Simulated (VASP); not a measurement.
A run of VASP 6.6.1 is set up as follows.

INCAR

```
SYSTEM = Yb
PREC = Accurate
ENCUT = 520
EDIFF = 1E-6
ISMEAR = -1
SIGMA = 0.05
LREAL = .FALSE.
LASPH = .TRUE.
NELM = 150
ALGO = Normal
ISIF = 2
LWAVE = .FALSE.
LCHARG = .TRUE.
ISPIN = 2
MAGMOM = 2.5
LORBIT = 11
LMAXMIX = 6
GGA = PE
LELF = .TRUE.
LVHAR = .TRUE.
NBANDS = 22
```

Contents of KPOINTS:

```
regular mesh
0
G
  8 8 8
  0 0 0
```

File POSCAR:

```
Yb
1.0
    0.0000000000      2.7431000000      2.7431000000
    2.7431000000      0.0000000000      2.7431000000
    2.7431000000      2.7431000000      0.0000000000
Yb
1
Direct
    0.0000000000      0.0000000000      0.0000000000
```

Potentials or basis: VASP PAW PBE potentials, release 64 (Yb).

Launch:

```bash
$ cat potpaw_PBE.64/Yb/POTCAR > POTCAR
$ mpirun -np 1 vasp_std > vasp.out
```

Q: Estimate the band gap on the k mesh.

A: Zero (filled and empty bands overlap).

Q: Estimate the net moment.

A: 0.01 μB per cell.

Q: What does it give for the pressure?

A: 0.8 GPa.

Caveat: spin-orbit coupling is left out, which moves the levels of the heavy elements. The state reached can hang on the start; a lower one may exist.
